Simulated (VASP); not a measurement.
A run of VASP 6.6.1 is set up as follows.

INCAR

```
SYSTEM = GaB
  ALGO = Normal
  EDIFF = 1E-7
  EDIFFG = -0.01
  ENCUT = 600
  GGA = PE
  IBRION = 2
  ISIF = 3
  ISMEAR = -1
  LASPH = .True.
  LCHARG = .False.
  LREAL = .False.
  LWAVE = .False.
  NELM = 60
  NSW = 60
  PREC = Accurate
  PSTRESS = 20.0
  SIGMA = 0.05
```

Contents of KPOINTS:

```
k-points
0
Gamma
  10 10 8
  0 0 0
```

The input POSCAR:

```
GaB
1.0
    2.7182400000      0.0000000000      0.0000000000
    0.0000000000      2.7182400000      0.0000000000
    0.0000000000      0.0000000000      3.2362100000
Ga B
1 1
Direct
    0.5000000000      0.5000000000      0.5000000000
    0.0000000000      0.0000000000      0.0000000000
```

Potentials or basis: VASP PAW PBE potentials, release 64 (Ga_d, B).

The run is started by

```bash
$ cat potpaw_PBE.64/Ga_d/POTCAR potpaw_PBE.64/B/POTCAR > POTCAR
$ mpirun -np 1 vasp_std > vasp.out
```

Task: What does it give for the relaxed volume?

Result: 11.74 Å³/atom.

Task: What does it give for the band gap on the k mesh?

Result: Zero (bands 8 and 9 overlap by 8.59 eV).

Task: Estimate the space group after relaxing (to 0.1 Å).

Result: P4/mmm (No. 123).

Step by step:
```
step  energy change (eV)  largest force (eV/Å)  pressure (GPa)  volume (Å³)
   1              0.0000                0.0000            0.07        23.91
   2              0.0035                0.0000            2.35        23.42
   3              0.0026                0.0000            2.02        23.48
```

Caveat: the cell is relaxed towards a set pressure, so the run minimises the enthalpy, not the energy.
